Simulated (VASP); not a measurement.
Set up this calculation in VASP 6.6.1, as the native input.

- Task: single point
- Functional: LDA
- Potentials or basis: VASP PAW LDA potentials, release 64 (Zn, Se)
- Cutoff: 520 eV
- k mesh: 8 × 8 × 6
- Occupations: gaussian, width 0.05 eV
- Spin: no spin polarisation
- Dipole correction: no
- Further INCAR settings: ALGO = Normal; EDIFF = 1e-06; NBANDS = 26

The structure of ZnSe lies in POSCAR:

```
ZnSe
1.0
    3.7875101274      0.0000000000      0.0000000000
    0.0000000000      3.7875101274      0.0000000000
    0.0000000000      0.0000000000      4.9987337378
Zn Se
2 2
Direct
    0.0000000000      0.0000000000      0.0000000000
    0.5000000000      0.5000000000      0.0000000000
    0.0000000000      0.5000000000      0.3361676647
    0.5000000000      0.0000000000      0.6638323353
```

This cell differs from its parent crystal: atoms shifted along a free coordinate.

The input as run:

INCAR

```
SYSTEM = ZnSe
ALGO = Normal
EDIFF = 1E-6
ENCUT = 520
ISIF = 2
ISMEAR = 0
LASPH = .TRUE.
LCHARG = .FALSE.
LREAL = .FALSE.
LWAVE = .FALSE.
NBANDS = 26
NELM = 80
PREC = Accurate
SIGMA = 0.05
```

KPOINTS

```
k-points
0
G
  8 8 6
  0 0 0
```

Potentials or basis: VASP PAW LDA potentials, release 64 (Zn, Se).

Launch:

```bash
$ cat potpaw_LDA.64/Zn/POTCAR potpaw_LDA.64/Se/POTCAR > POTCAR
$ mpirun -np 1 vasp_std > vasp.out
```

It gave:

```
Pressure               : 2.9 GPa
Largest force          : 1.860 eV/Å
Band gap on the k mesh : 0.58 eV
```

Caveat: the cell differs from its parent crystal (atoms shifted along a free coordinate); forces of over 1 eV/Å act on the atoms, so gaps and moduli don't describe the material at rest.

It took 64 s on 1 thread of Intel(R) Xeon(R) Platinum 8259CL CPU @ 2.50GHz (Skylake/Cascade Lake) (shared host), peak memory 0.22 GiB.
